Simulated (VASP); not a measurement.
Runs of VASP 6.6.1 on HfN. The structure is that of space group F-43m (No. 216), or close to it. The cells are those of the table. 

| cell | k mesh | gap on the mesh (eV) | pressure (GPa) | largest force (eV/Å) |
| --- | --- | --- | --- | --- |
| a = 3.583, b = 3.529, c = 3.539 Å, angles 60.7, 60.1, 60.2°, 2 atoms | 12 × 12 × 12 | none | -12.5 | (b) |
| a = 3.382 Å, angles 60.0°, 2 atoms | 14 × 14 × 14 | none | 17.5 | - |
| a = 3.393 Å, angles 60.0°, 2 atoms | 14 × 14 × 14 | none | 15.0 | - |
| a = 3.367 Å, angles 60.0°, 2 atoms | 14 × 14 × 14 | none | (a) | - |
| a = 3.472 Å, angles 60.0°, 2 atoms | 14 × 14 × 14 | none | -0.2 | 0.53 |

Alike in all rows: task single point; level PBE; potentials or basis VASP PAW PBE potentials, release 64 (Hf_pv, N); no spin polarisation; cutoff (eV) 520; smearing gaussian 0.1 eV.

**Question.** Fill in the values left out.

**Answer.** (a) 21.2; (b) 0.44.

Caveats: spin-orbit coupling is left out, which moves the levels of the heavy elements.

A k mesh can miss the band edges, and the runs leave out spin-orbit coupling on Hf.

A gap of «none» marks levels without a gap at the run's occupations.
